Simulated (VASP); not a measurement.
# ZrB in VASP: settings compared, part 2 of 2

VASP 6.6.1. Earlier steps stand in the parts before.

### Step 4. Single point, PBEsol+D3(BJ)

This run uses another cell than the first one, of 15.98 Å³/atom, 1.022 times its volume.

Contents of INCAR:

```
PREC = Accurate ; ENCUT = 520
EDIFF = 1E-7 ; ISMEAR = -1
SIGMA = 0.05 ; LREAL = False
LASPH = True ; NELM = 100
ALGO = Normal ; ISIF = 2
LWAVE = False ; LCHARG = False
GGA = PS ; IVDW = 12
NBANDS = 14
```

Contents of KPOINTS:

```
regular mesh
0
Gamma
  10 10 7
```

Contents of POSCAR:

```
ZrB
1.0
    2.3692201589     -2.3692275088      0.0000000000
    2.3692201589      2.3692275088      0.0000000000
    0.0000000000      0.0000000000      2.8472082459
Zr B
1 1
Direct
    0.0000000000      0.0000000000      0.5000000000
    0.5000000000      0.5000000000      0.5000000000
```

Potentials or basis: VASP PAW PBE potentials, release 64 (Zr_sv, B).

Command:

```
> cat potpaw_PBE.64/Zr_sv/POTCAR potpaw_PBE.64/B/POTCAR > POTCAR
> mpirun -np 1 vasp_std > vasp.out
```

OUTCAR:

```text
PREC = Accurate
   ENCUT = 520
   EDIFF = 1E-7
   ISMEAR = -1
   LREAL = False
   LASPH = True
   NELM = 100
   ISIF = 2
   GGA = PS
   IVDW = 12
 IVDW          = 12

 ion  position               nearest neighbor table
   1  0.000  0.000  0.500-   2 2.37   2 2.37   2 2.37   2 2.37
   2  0.500  0.500  0.500-   1 2.37   1 2.37   1 2.37   1 2.37

  LATTYP: Found a simple tetragonal cell.
 ALAT       =     3.3505884781
 C/A-ratio  =     0.8497636354

  Lattice vectors:

 A1 = (   2.3692201589,  -2.3692275088,   0.0000000000)
 A2 = (   2.3692201589,   2.3692275088,   0.0000000000)
 A3 = (   0.0000000000,   0.0000000000,   2.8472082459)

Analysis of symmetry for initial positions (statically):
=====================================================================
 Subroutine PRICEL returns:
 Original cell was already a primitive cell.

 Routine SETGRP: Setting up the symmetry group for a
 simple tetragonal supercell.

 Subroutine GETGRP returns: Found 16 space group operations
 (whereof 16 operations were pure point group operations)
 out of a pool of 16 trial point group operations.

The static configuration has the point symmetry D_4h.

Analysis of symmetry for dynamics (positions and initial velocities):
=====================================================================
 Subroutine PRICEL returns:
 Original cell was already a primitive cell.

 Routine SETGRP: Setting up the symmetry group for a
 simple tetragonal supercell.

 Subroutine GETGRP returns: Found 16 space group operations
 (whereof 16 operations were pure point group operations)
 out of a pool of 16 trial point group operations.

The dynamic configuration has the point symmetry D_4h.

 Subroutine INISYM returns: Found 16 space group operations
 (whereof 16 operations are pure point group operations),
 and found     1 'primitive' translations

----------------------------------------------------------------------------------------

                                     Primitive cell

  volume of cell :      31.9640
[... 119 lines left out ...]
   LRPA    =     F    only Hartree local field effects (RPA)
 non-spin polarized calculation
  energy-cutoff  :      520.00
  volume of cell :       31.96
 maximum number of plane-waves:       879
 NGX is ok and might be reduce to    28
   NGX = 13   NGY = 13   NGZ = 11

 number of electron      15.0000000 magnetization

 Free energy of the ion-electron system (eV)
  ---------------------------------------------------
  ext. energy  EPLUGINS =         0.00000000
  ---------------------------------------------------
  free energy    TOTEN  =       -14.64017161 eV

  energy without entropy =      -14.62423768  energy(sigma->0) =      -14.63220465

 E-fermi :   6.8728     XC(G=0): -11.1484

 val. band max:        6.8694953233   @ k =   0.3000  -0.0000   0.4286
 cond. band min:       6.8738194520   @ k =   0.2000  -0.0000   0.4286
 fundamental gap:      0.0043241287
 Fermi energy:         6.8728037816

 k-point     1 :       0.0000    0.0000    0.0000
  band No.  band energies     occupation
      1     -40.8991      2.00000
      2     -18.7813      2.00000
      3     -18.7813      2.00000
      4     -18.4371      2.00000
      5      -1.3283      2.00000
      6       5.4826      2.00000
      7       6.0368      2.00000
      8       9.0597      0.00000
      9       9.0597      0.00000
     10      10.3289      0.00000
     11      11.9762      0.00000
     12      12.3675      0.00000
     13      12.3676      0.00000
     14      16.6467      0.00000
[... 377 lines left out ...]
      1     -40.8545      2.00000
      2     -18.9020      2.00000
      3     -18.7316      2.00000
      4     -18.7131      2.00000
      5      -0.3855      2.00000
      6       5.6010      2.00000
      7       6.3064      1.99998
      8       7.0221      0.09608
      9       9.1938      0.00000
     10       9.8057      0.00000
     11      11.2938      0.00000
     12      12.9272      0.00000
     13      13.7897      0.00000
     14      18.0155      0.00000

 [... further k-points ...]

------------------------ aborting loop because EDIFF is reached ----------------------------------------

 Edisp (eV)   -0.69529

 E8    (eV) :    -0.4832

  FORCE on cell =-STRESS in cart. coord.  units (eV):
  Direction    XX          YY          ZZ          XY          YZ          ZX
  --------------------------------------------------------------------------------------
  -------------------------------------------------------------------------------------
  Total       0.03987     0.03987     0.00921     0.00000    -0.00000     0.00000
  in kB       1.99833     1.99834     0.46163     0.00000    -0.00000     0.00000
  external pressure =        1.49 kB  Pullay stress =        0.00 kB

 VOLUME and BASIS-vectors are now :
 -----------------------------------------------------------------------------
  energy-cutoff  :      520.00
  volume of cell :       31.96
      direct lattice vectors                 reciprocal lattice vectors
     2.369220159 -2.369227509  0.000000000     0.211039906 -0.211039251  0.000000000
     2.369220159  2.369227509  0.000000000     0.211039906  0.211039251  0.000000000
     0.000000000  0.000000000  2.847208246     0.000000000  0.000000000  0.351221236

 POSITION                                       TOTAL-FORCE (eV/Angst)
 -----------------------------------------------------------------------------------
      0.00000      0.00000      1.42360        -0.000000      0.000000      0.000000
      2.36922      0.00000      1.42360         0.000000     -0.000000      0.000000
 -----------------------------------------------------------------------------------
    total drift:                               -0.000000     -0.000000      0.000000

  FREE ENERGIE OF THE ION-ELECTRON SYSTEM (eV)
  ---------------------------------------------------
  free  energy   TOTEN  =       -15.3354633367 eV

  energy  without entropy=      -15.3195294067  energy(sigma->0) =      -15.32749637
```

OSZICAR:

```text
N       E                     dE             d eps       ncg     rms          rms(c)
DAV:   1     0.956610368534E+02    0.95661E+02   -0.75892E+03  2360   0.988E+02
DAV:   2    -0.103598998180E+02   -0.10602E+03   -0.10036E+03  2946   0.274E+02
DAV:   3    -0.162013690981E+02   -0.58415E+01   -0.57735E+01  4266   0.509E+01
DAV:   4    -0.162909743541E+02   -0.89605E-01   -0.89558E-01  2664   0.540E+00
DAV:   5    -0.162925049514E+02   -0.15306E-02   -0.15305E-02  3298   0.520E-01    0.162E+01
DAV:   6    -0.147332943782E+02    0.15592E+01   -0.41603E+00  2670   0.148E+01    0.621E+00
DAV:   7    -0.146414518136E+02    0.91843E-01   -0.30525E-01  2508   0.408E+00    0.445E+00
DAV:   8    -0.146410544132E+02    0.39740E-03   -0.39356E-02  3056   0.178E+00    0.346E-01
DAV:   9    -0.146400966221E+02    0.95779E-03   -0.48006E-03  3116   0.389E-01    0.189E-01
DAV:  10    -0.146401908533E+02   -0.94231E-04   -0.81569E-04  2696   0.316E-01    0.489E-02
DAV:  11    -0.146401723954E+02    0.18458E-04   -0.45356E-05  2778   0.768E-02    0.588E-03
DAV:  12    -0.146401715662E+02    0.82916E-06   -0.35814E-06  3292   0.166E-02    0.582E-03
DAV:  13    -0.146401716818E+02   -0.11559E-06   -0.37569E-07  2766   0.570E-03    0.853E-04
DAV:  14    -0.146401716103E+02    0.71550E-07   -0.13679E-08  1476   0.100E-03
   1 F= -.15335463E+02 E0= -.15327496E+02  d E =-.159339E-01
```

Wall time 45 s (1 thread of AMD EPYC 7R43 (Zen 3), shared host); peak memory 0.14 GiB.

Results:

```
Free energy                : -15.3355 eV
Pressure                   : 0.1 GPa
Dispersion energy per atom : -0.348 eV
```

Stress tensor (GPa, compression positive):
```
0.20 0.00 0.00
0.00 0.20 0.00
0.00 0.00 0.05
```

Caveat: the PAW data sets were made with another functional, which shifts forces and pressure a little; pairwise dispersion overbinds metals, which lowers pressure and volume.

### Step 5. Single point, PBEsol+D4

This run uses another cell than the first one, of 16.32 Å³/atom, 1.044 times its volume.

Contents of INCAR:

```
  PREC = Accurate
  ENCUT = 520
  EDIFF = 1E-7
  ISMEAR = -1
  SIGMA = 0.05
  LREAL = F
  LASPH = T
  NELM = 100
  ALGO = Normal
  ISIF = 2
  LWAVE = F
  LCHARG = T
  GGA = PS
  IVDW = 13
  LELF = T
  LVHAR = T
  NBANDS = 14
```

KPOINTS is that of step 4.

Contents of POSCAR:

```
ZrB
1.0
    2.3792421429     -2.3792548223      0.0000000000
    2.3792421429      2.3792548223      0.0000000000
    0.0000000000      0.0000000000      2.8838347700
Zr B
1 1
Direct
    0.0000000000      0.0000000000      0.5000000000
    0.5000000000      0.5000000000      0.5000000000
```

Potentials or basis: VASP PAW PBE potentials, release 64 (Zr_sv, B).

Command:

```
> cat potpaw_PBE.64/Zr_sv/POTCAR potpaw_PBE.64/B/POTCAR > POTCAR
> mpirun -np 1 vasp_std > vasp.out
```

OUTCAR:

```text
PREC = Accurate
   ENCUT = 520
   EDIFF = 1E-7
   ISMEAR = -1
   LREAL = F
   LASPH = T
   NELM = 100
   ISIF = 2
   GGA = PS
   IVDW = 13

 ion  position               nearest neighbor table
   1  0.000  0.000  0.500-   2 2.38   2 2.38   2 2.38   2 2.38
   2  0.500  0.500  0.500-   1 2.38   1 2.38   1 2.38   1 2.38

  LATTYP: Found a simple tetragonal cell.
 ALAT       =     3.3647654724
 C/A-ratio  =     0.8570685814

  Lattice vectors:

 A1 = (   2.3792421429,  -2.3792548223,   0.0000000000)
 A2 = (   2.3792421429,   2.3792548223,   0.0000000000)
[... 594 lines left out ...]

  DFT-D4 for vdW energy calculation

  Edisp (eV):   -0.27514

  FORCE on cell =-STRESS in cart. coord.  units (eV):
  Direction    XX          YY          ZZ          XY          YZ          ZX
  --------------------------------------------------------------------------------------
  -------------------------------------------------------------------------------------
  Total       0.03880     0.03880     0.00570     0.00000    -0.00000     0.00000
  in kB       1.90416     1.90419     0.27964     0.00000    -0.00000     0.00000
  external pressure =        1.36 kB  Pullay stress =        0.00 kB

 VOLUME and BASIS-vectors are now :
 -----------------------------------------------------------------------------
  energy-cutoff  :      520.00
  volume of cell :       32.65
      direct lattice vectors                 reciprocal lattice vectors
     2.379242143 -2.379254822  0.000000000     0.210150951 -0.210149831  0.000000000
     2.379242143  2.379254822  0.000000000     0.210150951  0.210149831  0.000000000
     0.000000000  0.000000000  2.883834770     0.000000000  0.000000000  0.346760505

 POSITION                                       TOTAL-FORCE (eV/Angst)
 -----------------------------------------------------------------------------------
      0.00000      0.00000      1.44192        -0.000000      0.000000      0.000000
      2.37924      0.00000      1.44192         0.000000     -0.000000      0.000000
 -----------------------------------------------------------------------------------
    total drift:                               -0.000000     -0.000000      0.000000

  FREE ENERGIE OF THE ION-ELECTRON SYSTEM (eV)
  ---------------------------------------------------
  free  energy   TOTEN  =       -14.9265498902 eV

  energy  without entropy=      -14.9114812176  energy(sigma->0) =      -14.91901555
```

Wall time 43 s (1 thread of AMD EPYC 7R43 (Zen 3), shared host); peak memory 0.13 GiB.

What came out:

```yaml
Free_energy: -14.9265 eV
Pressure: 0.1 GPa
Dispersion_energy_per_atom: -0.138 eV
```

Stress tensor (GPa, compression positive):
```
0.19 0.00 0.00
0.00 0.19 0.00
0.00 0.00 0.03
```

Caveat: the PAW data sets were made with another functional, which shifts forces and pressure a little; pairwise dispersion overbinds metals, which lowers pressure and volume.

### Step 6. Single point, PBE+D3(BJ)

This run uses another cell than the first one, of 16.60 Å³/atom, 1.062 times its volume.

Contents of INCAR:

```
PREC     = Accurate       # precision mode
ENCUT    = 520            # plane-wave cutoff, eV
EDIFF    = 1E-7           # SCF threshold, eV
ISMEAR   = -1             # smearing method
SIGMA    = 0.05           # smearing width, eV
LREAL    = False          # projectors in reciprocal space
LASPH    = True           # aspherical terms in the spheres
NELM     = 80             # most SCF steps
ALGO     = Normal         # electronic algorithm
ISIF     = 2              # what is computed and relaxed
LWAVE    = False          # write WAVECAR
LCHARG   = False          # write CHGCAR
GGA      = PE             # functional
IVDW     = 12             # dispersion correction
NBANDS   = 14             # bands
```

KPOINTS is that of step 5.

Contents of POSCAR:

```
ZrB
1.0
    2.3895437150     -2.3895596430      0.0000000000
    2.3895437150      2.3895596430      0.0000000000
    0.0000000000      0.0000000000      2.9080756232
Zr B
1 1
Direct
    0.0000000000      0.0000000000      0.5000000000
    0.5000000000      0.5000000000      0.5000000000
```

Potentials or basis: VASP PAW PBE potentials, release 64 (Zr_sv, B).

Command:

```
> cat potpaw_PBE.64/Zr_sv/POTCAR potpaw_PBE.64/B/POTCAR > POTCAR
> mpirun -np 1 vasp_std > vasp.out
```

It took 44 s on 1 thread of AMD EPYC 7R43 (Zen 3), shared host; peak memory 0.14 GiB.

Results (log left out):

- Free energy: -14.4868 eV
- Pressure: 0.1 GPa
- Dispersion energy per atom: -0.343 eV

Stress tensor (GPa, compression positive):
```
0.10 0.00 0.00
0.00 0.10 0.00
0.00 0.00 0.00
```

Levels at points of the mesh, in eV from the Fermi level:
```tsv
k point	band 6	band 7	band 8	band 9	band 10	band 11
(0.00, 0.00, 0.00)	-1.33	-0.70	2.15	2.15	3.39	4.80
(0.50, 0.00, 0.00)	-3.91	-1.54	-0.91	2.44	5.06	5.41
(0.50, 0.50, 0.00)	-0.60	-0.58	-0.58	4.08	4.08	5.52
```

Caveat: pairwise dispersion overbinds metals, which lowers pressure and volume.

### Step 7. The runs side by side

```tsv
level	cell	smearing	gap on the mesh (eV)	pressure (GPa)
PBE	a = 2.791, b = 2.791, c = 4.014 Å, angles 90.0, 90.0, 90.7°, 2 atoms	gaussian 0.026 eV	none	76.5
PBE	a = 2.791, b = 2.791, c = 4.014 Å, angles 90.0, 90.0, 90.7°, 2 atoms	gaussian 0.028 eV	none	76.5
PBEsol+D3(BJ)	a = 3.351, b = 3.351, c = 2.847 Å, 2 atoms	fermi-dirac 0.05 eV	none	0.1
PBEsol+D4	a = 3.365, b = 3.365, c = 2.884 Å, 2 atoms	fermi-dirac 0.05 eV	none	0.1
PBE+D3(BJ)	a = 3.379, b = 3.379, c = 2.908 Å, 2 atoms	fermi-dirac 0.05 eV	none	0.1
```

Alike in all rows: task single point; potentials or basis VASP PAW PBE potentials, release 64 (Zr_sv, B); no spin polarisation; k mesh 10 × 10 × 7; cutoff (eV) 520.

Caveats: pairwise dispersion overbinds metals, which lowers pressure and volume (some runs); the PAW data sets were made with another functional, which shifts forces and pressure a little (some runs).

Absolute energies hang on the potentials; compare differences alone.
